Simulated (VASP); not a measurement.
# BaAlGe (P-6m2) in VASP: notebook

The runs below take BaAlGe through single point, relaxation of cell and atoms, with LDA.

Program: VASP 6.6.1. These are calculated values, not measurements. Logs are shortened: lines on timing, memory, paths and dates and some standing lists are left out, and cuts for length are marked.

### Step 1. The cell of the first run

It takes space group P-6m2 (No. 187, hexagonal). Conventional cell: a = 4.290 Å, b = 4.290 Å, c = 5.019 Å, α = 90.00°, β = 90.00°, γ = 120.00°. Within 4.6 Å of Ba (site symmetry -6m2) lie 6 Al at 3.53 Å and 6 Ge at 3.53 Å and 6 Ba at 4.29 Å. Al (site symmetry -6m2) has 3 Ge at 2.48 Å within 3.3 Å. Ge (site symmetry -6m2) has 3 Al at 2.48 Å within 3.3 Å.

### Step 2. Single point, LDA

File INCAR:

```
SYSTEM = BaAlGe
PREC = Accurate
ENCUT = 520
EDIFF = 1E-6
ISMEAR = 0
SIGMA = 0.1
LREAL = .False.
LASPH = .True.
NELM = 100
ALGO = Normal
ISIF = 2
LWAVE = .False.
LCHARG = .False.
NBANDS = 20
```

File KPOINTS:

```
Automatic mesh
0
Gamma
  12 12 8
  0 0 0
```

File POSCAR:

```
BaAlGe
1.0
    4.2900865211      0.0000000000      0.0000000000
   -2.1450432605      3.7153239117      0.0000000000
    0.0000000000      0.0000000000      5.0186214311
Ba Al Ge
1 1 1
Direct
    0.0000000000      0.0000000000      0.0000000000
    0.6666666667      0.3333333333      0.5000000000
    0.3333333333      0.6666666667      0.5000000000
```

Potentials or basis: VASP PAW LDA potentials, release 64 (Ba_sv, Al, Ge_d).

The run is started by

```bash
cat potpaw_LDA.64/Ba_sv/POTCAR potpaw_LDA.64/Al/POTCAR potpaw_LDA.64/Ge_d/POTCAR > POTCAR
mpirun -np 1 vasp_std > vasp.out
```

OUTCAR:

```text
SYSTEM = BaAlGe
   PREC = Accurate
   ENCUT = 520
   EDIFF = 1E-6
   ISMEAR = 0
   LREAL = .False.
   LASPH = .True.
   NELM = 100
   ISIF = 2

 ion  position               nearest neighbor table
   1  0.000  0.000  0.000-   2 3.53   3 3.53   2 3.53   3 3.53   3 3.53   3 3.53   2 3.53   2 3.53
                             2 3.53   2 3.53   3 3.53   3 3.53
   2  0.667  0.333  0.500-   3 2.48   3 2.48   3 2.48   1 3.53   1 3.53   1 3.53   1 3.53   1 3.53
                             1 3.53
   3  0.333  0.667  0.500-   2 2.48   2 2.48   2 2.48   1 3.53   1 3.53   1 3.53   1 3.53   1 3.53
                             1 3.53

  LATTYP: Found a hexagonal cell.
 ALAT       =     4.2900865211
 C/A-ratio  =     1.1698182324

  Lattice vectors:

 A1 = (   4.2900865211,   0.0000000000,   0.0000000000)
 A2 = (  -2.1450432605,   3.7153239117,   0.0000000000)
 A3 = (   0.0000000000,   0.0000000000,   5.0186214311)

Analysis of symmetry for initial positions (statically):
=====================================================================
 Subroutine PRICEL returns:
 Original cell was already a primitive cell.

 Routine SETGRP: Setting up the symmetry group for a
 hexagonal supercell.

 Subroutine GETGRP returns: Found 12 space group operations
 (whereof 12 operations were pure point group operations)
 out of a pool of 24 trial point group operations.

The static configuration has the point symmetry D_3h.

Analysis of symmetry for dynamics (positions and initial velocities):
=====================================================================
 Subroutine PRICEL returns:
 Original cell was already a primitive cell.

 Routine SETGRP: Setting up the symmetry group for a
 hexagonal supercell.

 Subroutine GETGRP returns: Found 12 space group operations
 (whereof 12 operations were pure point group operations)
 out of a pool of 24 trial point group operations.

The dynamic configuration has the point symmetry D_3h.

 Subroutine INISYM returns: Found 12 space group operations
 (whereof 12 operations are pure point group operations),
 and found     1 'primitive' translations

----------------------------------------------------------------------------------------

                                     Primitive cell

  volume of cell :      79.9921

  direct lattice vectors                    reciprocal lattice vectors
     4.290086521  0.000000000  0.000000000     0.233095532  0.134577768  0.000000000
    -2.145043261  3.715323912  0.000000000     0.000000000  0.269155536  0.000000000
     0.000000000  0.000000000  5.018621431     0.000000000  0.000000000  0.199257907

[... 86 lines left out ...]
   LREAL  =      F    real-space projection
   EDIFFG = 0.1E-04   stopping-criterion for IOM
   NSW    =      0    number of steps for IOM
   IBRION =     -1    ionic relax: 0-MD 1-quasi-New 2-CG
   NFREE  =      0    steps in history (QN), initial steepest desc. (CG)
   ISIF   =      2    stress and relaxation
   ISYM   =      2    0-nonsym 1-usesym 2-fastsym
   POTIM  = 0.5000    time-step for ionic-motion
   TEBEG  =    0.0;   TEEND  =   0.0 temperature during run
   PSTRESS=    0.0 pullay stress
   NELECT =      27.0000    total number of electrons
   NUPDOWN=      -1.0000    fix difference up-down
   EMIN   =  10.00;   EMAX   =-10.00  energy-range for DOS
   EFERMI =   0.00;   METHOD = LEGACY
   ISMEAR =     0;   SIGMA  =   0.10  broadening in eV -4-tet -1-fermi 0-gaus
   EFERMI_NEDOS =   21; number of points for ismear=-14 and -15
   IALGO  =     38    algorithm
   IMIX   =      4    mixing-type and parameters
     AMIX     =   0.40;   BMIX     =  1.00
     AMIX_MAG =   1.60;   BMIX_MAG =  1.00
  volume/ion in A,a.u.               =      26.66       179.94
  Fermi-wavevector in a.u.,A,eV,Ry     =   1.139848  2.154001 17.677424  1.299254
  Thomas-Fermi vector in A             =   2.276551
   LORBIT       =      0    0 simple, 1 ext, 2 COOP (PROOUT), +10 PAW based schemes
   GGA     = CA    functional components
   LHFCALC =     F    Hartree Fock is set to
   AEXX    =    0.0000 exact exchange contribution
   IVDW    =     0    specifies the selected vdW correction
   LEPSILON=     F    determine dielectric tensor
   LRPA    =     F    only Hartree local field effects (RPA)
 non-spin polarized calculation
 Gauss-broadening in eV      SIGMA  =   0.10
  energy-cutoff  :      520.00
  volume of cell :       79.99
 maximum number of plane-waves:      2178
 NGX is ok and might be reduce to    32
   NGX = 15   NGY = 15   NGZ = 19

 number of electron      26.9999988 magnetization

 Free energy of the ion-electron system (eV)
  ---------------------------------------------------
  ext. energy  EPLUGINS =         0.00000000
  ---------------------------------------------------
  free energy    TOTEN  =       -13.19425095 eV

  energy without entropy =      -13.18716667  energy(sigma->0) =      -13.19070881

 E-fermi :   4.2167     XC(G=0):  -9.7441

 val. band max:        4.1930643461   @ k =   0.3333   0.0833   0.1250
 cond. band min:       4.2211097236   @ k =   0.4167   0.1667   0.1250
 fundamental gap:      0.0280453775
 Fermi energy:         4.2167430021

 k-point     1 :       0.0000    0.0000    0.0000
  band No.  band energies     occupation
      1     -23.3904      2.00000
      2     -20.0228      2.00000
      3     -20.0228      2.00000
      4     -19.9906      2.00000
      5     -19.9839      2.00000
      6     -19.9839      2.00000
[... 541 lines left out ...]
     19       8.7915      0.00000
     20       9.6344      0.00000

 [... further k-points ...]

------------------------ aborting loop because EDIFF is reached ----------------------------------------

  FORCE on cell =-STRESS in cart. coord.  units (eV):
  Direction    XX          YY          ZZ          XY          YZ          ZX
  --------------------------------------------------------------------------------------
  -------------------------------------------------------------------------------------
  Total        0.1811785      0.1811785      0.2096696      0.0000000      0.0000000     -0.0000000
  in kB        3.6288578      3.6288578      4.1995134      0.0000000      0.0000000     -0.0000000
  external PRESSURE =       3.8190763 kB  Pullay stress =       0.0000000 kB

 VOLUME and BASIS-vectors are now :
 -----------------------------------------------------------------------------
  energy-cutoff  :      520.00
  volume of cell :       79.99
      direct lattice vectors                 reciprocal lattice vectors
     4.290086521  0.000000000  0.000000000     0.233095532  0.134577768  0.000000000
    -2.145043261  3.715323912  0.000000000     0.000000000  0.269155536  0.000000000
     0.000000000  0.000000000  5.018621431     0.000000000  0.000000000  0.199257907

 POSITION                                       TOTAL-FORCE (eV/Angst)
 -----------------------------------------------------------------------------------
      0.00000      0.00000      0.00000        -0.000000      0.000000      0.000000
      2.14504      1.23844      2.50931         0.000000     -0.000000      0.000000
     -0.00000      2.47688      2.50931        -0.000000      0.000000      0.000000
 -----------------------------------------------------------------------------------
    total drift:                               -0.000001      0.000001     -0.000000

  FREE ENERGIE OF THE ION-ELECTRON SYSTEM (eV)
  ---------------------------------------------------
  free  energy   TOTEN  =       -13.1942509476 eV

  energy  without entropy=      -13.1871666677  energy(sigma->0) =      -13.19070881
```

OSZICAR:

```text
N       E                     dE             d eps       ncg     rms          rms(c)
DAV:   1     0.207298196665E+03    0.20730E+03   -0.12778E+04  4480   0.219E+03
DAV:   2     0.119509793746E+02   -0.19535E+03   -0.18783E+03  4132   0.555E+02
DAV:   3    -0.123669468349E+02   -0.24318E+02   -0.24018E+02  4404   0.122E+02
DAV:   4    -0.133635550615E+02   -0.99661E+00   -0.99079E+00  5048   0.254E+01
DAV:   5    -0.133962798380E+02   -0.32725E-01   -0.32716E-01  5248   0.446E+00    0.474E+00
DAV:   6    -0.132441040387E+02    0.15218E+00   -0.18412E-01  5544   0.206E+00    0.281E+00
DAV:   7    -0.131958820887E+02    0.48222E-01   -0.12951E-01  5440   0.246E+00    0.481E-01
DAV:   8    -0.131942810551E+02    0.16010E-02   -0.16867E-02  4564   0.655E-01    0.951E-02
DAV:   9    -0.131942517930E+02    0.29262E-04   -0.86458E-04  4920   0.260E-01    0.597E-02
DAV:  10    -0.131942517406E+02    0.52307E-07   -0.50161E-05  5132   0.685E-02    0.224E-02
DAV:  11    -0.131942514677E+02    0.27292E-06   -0.14269E-05  5072   0.424E-02    0.530E-03
DAV:  12    -0.131942509476E+02    0.52013E-06   -0.19884E-06  3632   0.664E-03
   1 F= -.13194251E+02 E0= -.13190709E+02  d E =-.708428E-02
```

It took 90 s on 1 thread of Intel Xeon Platinum 8488C (Sapphire Rapids), shared host; peak memory 0.29 GiB.

What came out:

```yaml
Free_energy: -13.1943 eV
Pressure: 0.4 GPa
Band_gap_on_the_k_mesh: zero (an odd number of electrons rules out a gap without spin polarisation)
```

Caveat: spin-orbit coupling is left out, which moves the levels of the heavy elements.

### Step 3. Relaxation of cell and atoms, LDA

This run uses another cell than the first one, of 28.59 Å³/atom.

File INCAR:

```
PREC = Accurate ; ENCUT = 600
EDIFF = 1E-6 ; ISMEAR = 0
SIGMA = 0.1 ; LREAL = F
LASPH = T ; NELM = 100
ALGO = Normal ; ISIF = 3
LWAVE = F ; LCHARG = F
IBRION = 2 ; NSW = 100
EDIFFG = -0.005
```

File KPOINTS:

```
Automatic mesh
0
Gamma
  12 12 8
```

File POSCAR:

```
BaAlGe
1.0
    4.3526167746      0.0000000000      0.0000000000
   -2.1763083873      3.7694766997      0.0000000000
    0.0000000000      0.0000000000      5.2277673000
Ba Al Ge
1 1 1
Direct
    0.0000000000      0.0000000000      0.0000000000
    0.6666666700      0.3333333300      0.5000000000
    0.3333333300      0.6666666700      0.5000000000
```

Potentials or basis: VASP PAW LDA potentials, release 64 (Ba_sv, Al, Ge_d).

The run is started by

```bash
cat potpaw_LDA.64/Ba_sv/POTCAR potpaw_LDA.64/Al/POTCAR potpaw_LDA.64/Ge_d/POTCAR > POTCAR
mpirun -np 1 vasp_std > vasp.out
```

It took 11 min on 1 thread of Intel Xeon Platinum 8488C (Sapphire Rapids), shared host; peak memory 0.34 GiB.

The run converged. Its results:

| Quantity | Value |
| --- | --- |
| Free energy | -13.1954 eV |
| Relaxed volume | 26.85 Å³/atom |
| Relaxed cell | a = 4.297 Å, b = 4.297 Å, c = 5.038 Å, α = 90.00°, β = 90.00°, γ = 120.00° |
| Space group after relaxing (to 0.1 Å) | P-6m2 (No. 187) |
| Energy gained by relaxing | 16.3 meV/atom |
| Ionic steps | 12 |
| Pressure after relaxing | 0.0 GPa |
| Band gap on the k mesh | zero (an odd number of electrons rules out a gap without spin polarisation) |

Step by step:
```csv
step,energy change (eV),largest force (eV/Å),pressure (GPa),volume (Å³)
1,0.0000,0.0000,-2.70,85.77
2,-0.0433,0.0000,0.62,79.94
3,-0.0448,0.0000,0.07,80.77
4,-0.0481,0.0000,0.07,80.62
5,-0.0490,0.0000,0.05,80.51
6,-0.0490,0.0000,0.06,80.49
7,-0.0490,0.0000,0.04,80.48
8,-0.0490,0.0000,-0.05,80.57
9,-0.0490,0.0000,0.04,80.54
10,-0.0490,0.0000,-0.03,80.56
11,-0.0490,0.0000,-0.03,80.55
12,-0.0490,0.0000,-0.01,80.55
```

Final structure:
```yaml
crystal:
  lattice:
    - [4.29664, 0.00000, 0.00000]
    - [-2.14832, 3.72100, 0.00000]
    - [0.00000, 0.00000, 5.03811]
  atoms:
    - { symbol: Ba, position: [0.00000, 0.00000, 0.00000] }
    - { symbol: Al, position: [0.66667, 0.33333, 0.50000] }
    - { symbol: Ge, position: [0.33333, 0.66667, 0.50000] }
```

Levels at points of the mesh, in eV from the Fermi level:
| k point | band 10 | band 11 | band 12 | band 13 | band 14 | band 15 | band 16 | band 17 |
| --- | --- | --- | --- | --- | --- | --- | --- | --- |
| (0.00, 0.00, 0.00) | -9.99 | -1.26 | -1.16 | -1.16 | -0.52 | 0.39 | 2.93 | 2.93 |
| (0.50, 0.00, 0.00) | -8.38 | -5.70 | -1.83 | -1.75 | -0.60 | 1.55 | 2.44 | 2.83 |
| (0.00, 0.00, 0.50) | -9.06 | -3.53 | -0.83 | -0.83 | 0.74 | 1.51 | 1.51 | 2.30 |
| (0.50, 0.00, 0.50) | -8.68 | -5.26 | -2.40 | -1.47 | -0.42 | 1.12 | 3.43 | 4.46 |

Caveat: spin-orbit coupling is left out, which moves the levels of the heavy elements.

### Step 4. Single point, LDA

This run uses another cell than the first one, of 28.59 Å³/atom.

File INCAR:

```
PREC = Accurate
ENCUT = 520
EDIFF = 1E-6
ISMEAR = 0
SIGMA = 0.1
LREAL = False
LASPH = True
NELM = 100
ALGO = Normal
ISIF = 2
LWAVE = False
LCHARG = False
NBANDS = 20
```

File KPOINTS:

```
Automatic mesh
0
Gamma
  6 6 4
```

POSCAR is that of step 3.

The run is started by

```bash
cat potpaw_LDA.64/Ba_sv/POTCAR potpaw_LDA.64/Al/POTCAR potpaw_LDA.64/Ge_d/POTCAR > POTCAR
mpirun -np 1 vasp_std > vasp.out
```

It took 21 s on 1 thread of Intel Xeon Platinum 8488C (Sapphire Rapids), shared host; peak memory 0.19 GiB.

The run converged. Its results:

```
Free energy            : -13.1498 eV
Pressure               : -2.7 GPa
Band gap on the k mesh : zero (an odd number of electrons rules out a gap without spin polarisation)
```

Stress tensor (GPa, compression positive):
```
-2.50  0.00  0.00
 0.00 -2.50  0.00
 0.00  0.00 -3.19
```

Levels at points of the mesh, in eV from the Fermi level:
```
           k point  band 11  band 12  band 13  band 14  band 15  band 16  band 17  band 18
(0.00, 0.00, 0.00)    -1.33    -0.98    -0.98    -0.55     0.37     2.94     2.94     3.93
(0.50, 0.00, 0.00)    -5.51    -1.72    -1.63    -0.42     1.49     2.16     2.83     3.99
(0.00, 0.00, 0.50)    -3.39    -0.70    -0.70     0.55     1.69     1.69     2.08     2.28
(0.50, 0.00, 0.50)    -5.15    -2.18    -1.33    -0.44     1.08     3.17     4.06     5.17
```

Caveat: spin-orbit coupling is left out, which moves the levels of the heavy elements.

### Step 5. The runs side by side

| task | cell | k mesh | cutoff (eV) | gap on the mesh (eV) | pressure (GPa) |
| --- | --- | --- | --- | --- | --- |
| single point | a = 4.290, b = 4.290, c = 5.019 Å, angles 90.0, 90.0, 120.0°, 3 atoms | 12 × 12 × 8 | 520 | none | 0.4 |
| relaxation of cell and atoms | relaxed from a = 4.353, b = 4.353, c = 5.228 Å, angles 90.0, 90.0, 120.0°, 3 atoms | 12 × 12 × 8 | 600 | none | 0.0 |
| single point | a = 4.353, b = 4.353, c = 5.228 Å, angles 90.0, 90.0, 120.0°, 3 atoms | 6 × 6 × 4 | 520 | none | -2.7 |

Alike in all rows: level LDA; potentials or basis VASP PAW LDA potentials, release 64 (Ba_sv, Al, Ge_d); no spin polarisation; smearing gaussian 0.1 eV.

Caveats: spin-orbit coupling is left out, which moves the levels of the heavy elements.

Total energies depend on the potentials used, so only differences within one code and one set of settings carry meaning.

The gap in the log of VASP goes by the Fermi energy; the results here count the filled bands.